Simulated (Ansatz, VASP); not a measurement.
**BeTe: VASP beside Ansatz**

File INCAR:

```
SYSTEM = BeTe
ALGO = Normal
EDIFF = 1E-6
ENCUT = 600
GGA = PE
GGA_COMPAT = .FALSE.
ISIF = 2
ISMEAR = 0
LASPH = .TRUE.
LCHARG = .FALSE.
LREAL = .FALSE.
LWAVE = .FALSE.
NBANDS = 11
NELM = 120
PREC = Accurate
SIGMA = 0.01
```

Contents of KPOINTS:

```
k-points
0
G
  6 6 6
  0 0 0
```

File POSCAR:

```
BeTe
1.0
    0.0000000000      2.7198531994      2.7198531994
    2.7198531994      0.0000000000      2.7198531994
    2.7198531994      2.7198531994      0.0000000000
Be Te
1 1
Direct
    0.0000000000      0.0000000000      0.0000000000
    0.2500000000      0.2500000000      0.2500000000
```

Input for Ansatz:

```yaml
crystal:
  lattice:
    - [0.0, 2.71985319937727, 2.71985319937727]
    - [2.71985319937727, 0.0, 2.71985319937727]
    - [2.71985319937727, 2.71985319937727, 0.0]
  atoms:
    - { symbol: Be, position: [0.0, 0.0, 0.0] }
    - { symbol: Te, position: [0.25, 0.25, 0.25] }
basis:
  ecutwfc: 500.0
kpoints:
  mp_grid:
    grid: [6, 6, 6]
hamiltonian:
  xc: pbe
scf:
  occupations:
    method: fixed
output:
  stress: true
```

Alike in both runs: task single point; functional PBE; k mesh 6 × 6 × 6; no spin polarisation.

```csv
,VASP,Ansatz
version,VASP 6.6.1,Ansatz 0.2.0
potentials or method,"VASP PAW PBE potentials, release 64 (Be, Te), cutoff 600 eV","plane waves, PAW"
occupations,"gaussian, width 0.01 eV",fixed
valence electrons in the cell,8,18
```

VASP gave:

| Quantity | Value |
| --- | --- |
| pressure (GPa) | 9.0 |

Task: What did Ansatz give for the same quantities?

Result: Pressure (GPa): 8.8.

VASP's potentials hold 8 valence electrons a cell and Ansatz's 18, so a difference there can come from the potentials and not from the codes.

Spin-orbit coupling is off throughout.
